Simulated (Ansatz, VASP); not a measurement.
**CsI in VASP and in Ansatz**

```
Cs I
1.0
     4.61192    0.00000    0.00000
     0.00000    4.61192    0.00000
     0.00000    0.00000    4.61192
Cs I
1 1
Cartesian
  0.0000 0.0000 0.0000
  2.3060 2.3060 2.3060
```

Change from the starting cell: volume scaled by 1.03.

Alike in both runs: task single point; functional PBE; k mesh 7 × 7 × 7; occupations fermi-dirac, width 0.01 eV; no spin polarisation.

|  | VASP | Ansatz |
| --- | --- | --- |
| version | VASP 6.6.1 | Ansatz 0.2.0 |
| potentials or method | VASP PAW PBE potentials, release 64 (Cs_sv, I), cutoff 500 eV | all-electron LAPW, scalar-relativistic |

```tsv
	VASP	Ansatz	Ansatz less VASP
gap on the k mesh at the Fermi level (eV)	3.80	3.82	+0.012
pressure (GPa)	0.4	0.4	-0.03
```

Ansatz ran all-electron here, and VASP with PAW potentials.

Spin-orbit coupling is off throughout.
